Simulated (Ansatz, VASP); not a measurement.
**Two plane-wave programs on CaSe**

```
Ca Se
1.0
     0.00000    2.95600    2.95600
     2.95600    0.00000    2.95600
     2.95600    2.95600    0.00000
Ca Se
1 1
Direct
  0.00000 0.00000 0.00000
  0.49789 0.49789 0.50211
```

Change from the starting cell: all Se atoms moved +0.013 Å, as atom 2 towards its neighbour atom 1 (Ca) at 2.956 Å.

Alike in both runs: task single point; functional PBEsol; k mesh 8 × 8 × 8; occupations gaussian, width 0.05 eV; no spin polarisation.

|  | VASP | Ansatz |
| --- | --- | --- |
| version | VASP 6.6.1 | Ansatz 0.2.0 |
| potentials or method | VASP PAW PBE potentials, release 64 (Ca_sv, Se), cutoff 520 eV | scalar-relativistic, plane waves, PAW |
| valence electrons in the cell | 16 | 26 |

VASP gave:

- gap on the k mesh at the Fermi level (eV): 1.92
- least direct gap on the mesh (eV): 2.87
- pressure (GPa): -0.9
- rms of the force components (eV/Å): 0.022

Task: Which values does Ansatz return?

Result: gap on the k mesh at the Fermi level (eV): 1.94; least direct gap on the mesh (eV): 2.88; pressure (GPa): -1.1; rms of the force components (eV/Å): 0.021.

VASP's potentials were made for PBE, not for PBEsol. Atom by atom the forces differ by 0.000 eV/Å (rms over components). VASP's potentials hold 16 valence electrons a cell and Ansatz's 26, so a difference there can come from the potentials and not from the codes.
